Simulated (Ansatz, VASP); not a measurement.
**One calculation of SiPb2C13, two programs**

The input INCAR:

```
SYSTEM = SiPb2C13
PREC = Accurate
ENCUT = 600
EDIFF = 1E-6
ISMEAR = 0
SIGMA = 0.1
LREAL = Auto
LASPH = .TRUE.
NELM = 80
ALGO = Normal
ISIF = 3
LWAVE = .FALSE.
LCHARG = .FALSE.
GGA = PE
IBRION = 2
NSW = 70
EDIFFG = -0.04
ISYM = 0
```

KPOINTS

```
regular mesh
0
G
  3 3 3
  0 0 0
```

Contents of POSCAR:

```
SiPb2C13
1.0
   -4.1760899600      4.1760899600      0.0000000000
   -4.1760899600      0.0000000000      4.1760899600
    0.0000000000      4.1760899600      4.1760899600
C Si Pb
13 1 2
Direct
    0.5010502455      0.0015603492      0.9977405745
    0.0001403762      0.4916279010      0.0051181210
    0.0043743967      0.9976686287      0.4980517447
    0.4907947394      0.5055459422      0.0052922633
    0.5005138803      0.0064961645      0.4929676299
    0.5002030489      0.4986240286      0.4985626971
    0.8699537854      0.8806562775      0.3723846460
    0.3742752787      0.8739561591      0.3770575623
    0.8800493541      0.8758023866      0.8679525882
    0.3700490725      0.3707555551      0.3804158209
    0.3742714417      0.8762592378      0.8695993159
    0.8784407073      0.3777540268      0.8748016849
    0.3786575041      0.3747197085      0.8740121013
    0.8724646325      0.3830980818      0.3715016103
    0.9942265016      0.0035624613      0.0033843379
    0.0007507900      0.4959080858      0.5007475577
```

Input for Ansatz:

```yaml
crystal:
  lattice:
    - [-4.17608996, 4.17608996, 0.0]
    - [-4.17608996, 0.0, 4.17608996]
    - [0.0, 4.17608996, 4.17608996]
  atoms:
    - { symbol: C, position: [0.5010502455, 0.0015603492, 0.9977405745] }
    - { symbol: C, position: [0.0001403762, 0.491627901, 0.005118121] }
    - { symbol: C, position: [0.0043743967, 0.9976686287, 0.4980517447] }
    - { symbol: C, position: [0.4907947394, 0.5055459422, 0.0052922633] }
    - { symbol: C, position: [0.5005138803, 0.0064961645, 0.4929676299] }
    - { symbol: C, position: [0.5002030489, 0.4986240286, 0.4985626971] }
    - { symbol: C, position: [0.8699537854, 0.8806562775, 0.372384646] }
    - { symbol: C, position: [0.3742752787, 0.8739561591, 0.3770575623] }
    - { symbol: C, position: [0.8800493541, 0.8758023866, 0.8679525882] }
    - { symbol: C, position: [0.3700490725, 0.3707555551, 0.3804158209] }
    - { symbol: C, position: [0.3742714417, 0.8762592378, 0.8695993159] }
    - { symbol: C, position: [0.8784407073, 0.3777540268, 0.8748016849] }
    - { symbol: C, position: [0.3786575041, 0.3747197085, 0.8740121013] }
    - { symbol: Si, position: [0.8724646325, 0.3830980818, 0.3715016103] }
    - { symbol: Pb, position: [0.9942265016, 0.0035624613, 0.0033843379] }
    - { symbol: Pb, position: [0.00075079, 0.4959080858, 0.5007475577] }
  symmetry: { detect: false }
basis:
  ecutwfc: 420
kpoints:
  mp_grid: { grid: [3, 3, 3], shift: [0.0, 0.0, 0.0] }
hamiltonian:
  xc: pbe
scf:
  occupations: { method: gaussian, width: 0.1 }
  lower_state_search: "off"
output:
  forces: true
  stress: true
  eigenvalues: true
relax:
  adjacent_minimum: "off"
  f_tol: 0.04
  max_steps: 50
  cell: { stress_tol: 0.3 }
```

Alike in both runs: task relaxation of cell and atoms; functional PBE; k mesh 3 × 3 × 3; occupations gaussian, width 0.1 eV; no spin polarisation.

|  | VASP | Ansatz |
| --- | --- | --- |
| version | VASP 6.6.1 | Ansatz 0.2.0 |
| potentials or method | VASP PAW PBE potentials, release 64 (C, Si, Pb_d), cutoff 600 eV | scalar-relativistic, plane waves, PAW |
| valence electrons in the cell | 84 | 84 |

|  | VASP | Ansatz | Ansatz less VASP |
| --- | --- | --- | --- |
| gap on the k mesh at the Fermi level, each at its own relaxed structure (eV) | none | none | - |
| relaxed volume (Å³/atom) | 11.36 | 11.72 | +0.358 |
| relaxed length of the cell vector where the two differ most in proportion (Å) | 8.193 | 9.068 | +0.8751 |

A gap of «none» marks a metal or a gap that the smearing closes. One of these differences is far larger than is usual between the two programs; its cause wasn't traced.

The k mesh is coarse, so the values compare programs but aren't converged. Neither program's run includes spin-orbit coupling. Noted on VASP's run: the volume moved by over 15 % at a fixed basis, so the end points are rough.
